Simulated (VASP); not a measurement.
Pd, 1 atom in the cell. It takes space group Fm-3m (No. 225, cubic). The conventional cell has a = 3.893 Å, b = 3.893 Å, c = 3.893 Å, α = 90.00°, β = 90.00°, γ = 90.00°. Pd (site symmetry m-3m) has 12 Pd at 2.75 Å within 3.6 Å. 

* Program: VASP 6.6.1
* Task: single point
* Functional: PBE
* Potentials or basis: VASP PAW PBE potentials, release 64 (Pd)
* Cutoff: 520 eV
* k mesh: 20 × 20 × 20
* Occupations: fermi-dirac, width 0.05 eV
* Spin: no spin polarisation
* Dipole correction: no
* Further INCAR settings: ALGO = Normal; EDIFF = 1e-07; NBANDS = 11

Potentials or basis: VASP PAW PBE potentials, release 64 (Pd).

Run with:

```bash
$ cat potpaw_PBE.64/Pd/POTCAR > POTCAR
$ mpirun -np 1 vasp_std > vasp.out
```

Hardware: 1 thread of AMD EPYC 9R45 (Zen 5), with other jobs on the host.

Problem. How long does it take, and how much memory?

Solution. Wall time 29 s on 1 thread of AMD EPYC 9R45 (Zen 5), with other jobs on the host, peak memory 0.12 GiB. Counts: scf iterations 12, k points 256.
